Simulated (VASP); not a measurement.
# C (R-3m) in VASP: notebook, part 2 of 2

VASP 6.6.1. Earlier steps stand in the parts before.

## 4. Single point, PBE+D3(BJ) (9.39 Å³/atom)

This run uses another cell than the first one, of 9.39 Å³/atom.

File INCAR:

```
PREC     = Accurate       # precision mode
ENCUT    = 520            # plane-wave cutoff, eV
EDIFF    = 1E-7           # SCF threshold, eV
ISMEAR   = 0              # smearing method
SIGMA    = 0.01           # smearing width, eV
LREAL    = False          # projectors in reciprocal space
LASPH    = True           # aspherical terms in the spheres
NELM     = 100            # most SCF steps
ALGO     = Normal         # electronic algorithm
ISIF     = 2              # what is computed and relaxed
LWAVE    = False          # write WAVECAR
LCHARG   = True           # write CHGCAR
GGA      = PE             # functional
IVDW     = 12             # dispersion correction
LELF     = True           # ELF
LVHAR    = True         
NBANDS   = 16             # bands
```

File KPOINTS:

```
regular mesh
0
Gamma
  18 18 18
```

File POSCAR:

```
C
1.0
    1.2333613847      0.7120815274      7.1299533088
   -1.2333613847      0.7120815274      7.1299533088
    0.0000000000     -1.4241630549      7.1299533088
C
4
Direct
    0.9187846390      0.9187846390      0.9187846390
    0.2521008872      0.2521008872      0.2521008872
    0.7478991128      0.7478991128      0.7478991128
    0.0812153610      0.0812153610      0.0812153610
```

Potentials or basis: VASP PAW PBE potentials, release 64 (C).

Started as:

```
cat potpaw_PBE.64/C/POTCAR > POTCAR
mpirun -np 1 vasp_std > vasp.out
```

OUTCAR:

```text
PREC = Accurate
   ENCUT = 520
   EDIFF = 1E-7
   ISMEAR = 0
   LREAL = False
   LASPH = True
   NELM = 100
   ISIF = 2
   GGA = PE
   IVDW = 12
 IVDW          = 12

 ion  position               nearest neighbor table
   1  0.919  0.919  0.919-   2 1.42   2 1.42   2 1.42
   2  0.252  0.252  0.252-   1 1.42   1 1.42   1 1.42
   3  0.748  0.748  0.748-   4 1.42   4 1.42   4 1.42
   4  0.081  0.081  0.081-   3 1.42   3 1.42   3 1.42

  LATTYP: Found a trigonal (rhomboedric) cell.
 ALAT       =     7.2707960082
 COS(alpha) =     0.9424498090

  Lattice vectors:

 A1 = (   1.2333613847,   0.7120815274,   7.1299533088)
 A2 = (  -1.2333613847,   0.7120815274,   7.1299533088)
 A3 = (   0.0000000000,  -1.4241630549,   7.1299533088)

Analysis of symmetry for initial positions (statically):
=====================================================================
 Subroutine PRICEL returns:
 Original cell was already a primitive cell.

 Routine SETGRP: Setting up the symmetry group for a
 trigonal (rhombohedral) supercell.

 Subroutine GETGRP returns: Found 12 space group operations
 (whereof 12 operations were pure point group operations)
 out of a pool of 12 trial point group operations.

The static configuration has the point symmetry D_3d.

Analysis of symmetry for dynamics (positions and initial velocities):
=====================================================================
 Subroutine PRICEL returns:
 Original cell was already a primitive cell.

 Routine SETGRP: Setting up the symmetry group for a
 trigonal (rhombohedral) supercell.

 Subroutine GETGRP returns: Found 12 space group operations
 (whereof 12 operations were pure point group operations)
 out of a pool of 12 trial point group operations.

The dynamic configuration has the point symmetry D_3d.

 Subroutine INISYM returns: Found 12 space group operations
 (whereof 12 operations are pure point group operations),
 and found     1 'primitive' translations

----------------------------------------------------------------------------------------

                                     Primitive cell

  volume of cell :      37.5715

  direct lattice vectors                    reciprocal lattice vectors
     1.233361385  0.712081527  7.129953309     0.405396185  0.234055597  0.046751124
    -1.233361385  0.712081527  7.129953309    -0.405396185  0.234055597  0.046751124
     0.000000000 -1.424163055  7.129953309     0.000000000 -0.468111193  0.046751124

  length of vectors
     7.270796008  7.270796008  7.270796008     0.470439961  0.470439961  0.470439961

  position of ions in fractional coordinates (direct lattice)
     0.918784639  0.918784639  0.918784639
     0.252100887  0.252100887  0.252100887
     0.747899113  0.747899113  0.747899113
     0.081215361  0.081215361  0.081215361

  ion indices of the primitive-cell ions
   primitive index   ion index
                 1           1
                 2           2
                 3           3
                 4           4

----------------------------------------------------------------------------------------

 KPOINTS: regular mesh

Automatic generation of k-mesh.
 Grid dimensions read from file:
 generate k-points for:   18   18   18

 Generating k-lattice:

[... 20 lines left out ...]
  0.111111 -0.000000 -0.000000      6.000000
  0.166667  0.000000  0.000000      6.000000
  0.222222 -0.000000 -0.000000      6.000000
  0.277778 -0.000000 -0.000000      6.000000
[... 16 lines left out ...]
 -0.277778  0.055556  0.000000     12.000000
 -0.222222  0.055556  0.000000     12.000000
 [... further k-points ...]
   k-points           NKPTS =    580   k-points in BZ     NKDIM =    580   number of bands    NBANDS=     16
   number of dos      NEDOS =    301   number of ions     NIONS =      4
   total plane-waves  NPLWV = 157464
   dimension x,y,z NGX =    54 NGY =   54 NGZ =   54
   dimension x,y,z NGXF=   108 NGYF=  108 NGZF=  108
   ions per type =               4
   NGX,Y,Z   is equivalent  to a cutoff of  12.35, 12.35, 12.35 a.u.
   NGXF,Y,Z  is equivalent  to a cutoff of  24.69, 24.69, 24.69 a.u.
 SYSTEM =  unknown system
   PREC   = accura    normal or accurate (medium, high low for compatibility)
   ISTART =      0    job   : 0-new  1-cont  2-samecut
   ICHARG =      2    charge: 1-file 2-atom 10-const
   ISPIN  =      1    spin polarized calculation?
   LNONCOLLINEAR =      F non collinear calculations
   LSORBIT =      F    spin-orbit coupling
   LASPH  =      T    aspherical Exc in radial PAW
   ENCUT  =  520.0 eV  38.22 Ry    6.18 a.u.  13.52 13.52 13.52*2*pi/ulx,y,z
   NELM   =    100;   NELMIN=  2; NELMDL= -5     # of ELM steps
   EDIFF  = 0.1E-06   stopping-criterion for ELM
   LREAL  =      F    real-space projection
   EDIFFG = 0.1E-05   stopping-criterion for IOM
   NSW    =      0    number of steps for IOM
   IBRION =     -1    ionic relax: 0-MD 1-quasi-New 2-CG
   NFREE  =      0    steps in history (QN), initial steepest desc. (CG)
   ISIF   =      2    stress and relaxation
   ISYM   =      2    0-nonsym 1-usesym 2-fastsym
   POTIM  = 0.5000    time-step for ionic-motion
   TEBEG  =    0.0;   TEEND  =   0.0 temperature during run
   PSTRESS=    0.0 pullay stress
   NELECT =      16.0000    total number of electrons
   NUPDOWN=      -1.0000    fix difference up-down
   EMIN   =  10.00;   EMAX   =-10.00  energy-range for DOS
   EFERMI =   0.00;   METHOD = LEGACY
   ISMEAR =     0;   SIGMA  =   0.01  broadening in eV -4-tet -1-fermi 0-gaus
   EFERMI_NEDOS =   21; number of points for ismear=-14 and -15
   IALGO  =     38    algorithm
   IMIX   =      4    mixing-type and parameters
     AMIX     =   0.40;   BMIX     =  1.00
     AMIX_MAG =   1.60;   BMIX_MAG =  1.00
  volume/ion in A,a.u.               =       9.39        63.39
  Fermi-wavevector in a.u.,A,eV,Ry     =   1.231673  2.327525 20.640295  1.517019
  Thomas-Fermi vector in A             =   2.366473
   LORBIT       =      0    0 simple, 1 ext, 2 COOP (PROOUT), +10 PAW based schemes
   GGA     = PE    functional components
   LHFCALC =     F    Hartree Fock is set to
   AEXX    =    0.0000 exact exchange contribution
   IVDW    =    12    specifies the selected vdW correction
   LEPSILON=     F    determine dielectric tensor
   LRPA    =     F    only Hartree local field effects (RPA)
 non-spin polarized calculation
 Gauss-broadening in eV      SIGMA  =   0.01
  energy-cutoff  :      520.00
  volume of cell :       37.57
 maximum number of plane-waves:      1036
   NGX = 27   NGY = 27   NGZ = 27

 number of electron      16.0000000 magnetization

 Free energy of the ion-electron system (eV)
  ---------------------------------------------------
  ext. energy  EPLUGINS =         0.00000000
  ---------------------------------------------------
  free energy    TOTEN  =       -36.86907821 eV

  energy without entropy =      -36.86907821  energy(sigma->0) =      -36.86907821

 E-fermi :   4.1562     XC(G=0):  -9.8941

 val. band max:        4.0505451681   @ k =  -0.3333   0.3333   0.0000
 cond. band min:       4.2576205370   @ k =  -0.3333   0.3333   0.0000
 fundamental gap:      0.2070753689
 Fermi energy:         4.1562405343

 k-point     1 :       0.0000    0.0000    0.0000
  band No.  band energies     occupation
      1     -15.4353      2.00000
      2     -15.2462      2.00000
      3      -4.1233      2.00000
      4      -2.6783      2.00000
      5       1.1322      2.00000
      6       1.1322      2.00000
[... 433 lines left out ...]
      3      -3.2796      2.00000
      4      -3.2424      2.00000
      5      -2.2832      2.00000
      6      -1.1017      2.00000
[... 8 lines left out ...]
     15      16.9948      0.00000
     16      17.0774      0.00000

 [... further k-points ...]

------------------------ aborting loop because EDIFF is reached ----------------------------------------

 Edisp (eV)   -0.58164

 E8    (eV) :    -0.1636

  FORCE on cell =-STRESS in cart. coord.  units (eV):
  Direction    XX          YY          ZZ          XY          YZ          ZX
  --------------------------------------------------------------------------------------
  -------------------------------------------------------------------------------------
  Total      -0.03997    -0.03997    -0.19723     0.00000     0.00000     0.00000
  in kB      -1.70430    -1.70430    -8.41070     0.00000     0.00000     0.00000
  external pressure =       -3.94 kB  Pullay stress =        0.00 kB

 VOLUME and BASIS-vectors are now :
 -----------------------------------------------------------------------------
  energy-cutoff  :      520.00
  volume of cell :       37.57
      direct lattice vectors                 reciprocal lattice vectors
     1.233361385  0.712081527  7.129953309     0.405396185  0.234055597  0.046751124
    -1.233361385  0.712081527  7.129953309    -0.405396185  0.234055597  0.046751124
     0.000000000 -1.424163055  7.129953309     0.000000000 -0.468111193  0.046751124

 POSITION                                       TOTAL-FORCE (eV/Angst)
 -----------------------------------------------------------------------------------
      0.00000     -0.00000     19.65267         0.000000      0.000000     -0.000231
      0.00000     -0.00000      5.39240         0.000000     -0.000000      0.001994
      0.00000     -0.00000     15.99746         0.000000      0.000000     -0.001994
      0.00000     -0.00000      1.73719         0.000000     -0.000000      0.000231
 -----------------------------------------------------------------------------------
    total drift:                               -0.000000      0.000000     -0.000000

  FREE ENERGIE OF THE ION-ELECTRON SYSTEM (eV)
  ---------------------------------------------------
  free  energy   TOTEN  =       -37.4507164148 eV

  energy  without entropy=      -37.4507164148  energy(sigma->0) =      -37.45071641
```

Wall time 19 min (1 thread of Intel Xeon 6975P-C (Granite Rapids), shared host); peak memory 0.55 GiB.

Results:

| Item | Value |
| --- | --- |
| Free energy | -37.4507 eV |
| Pressure | -0.4 GPa |
| Dispersion energy per atom | -0.145 eV |
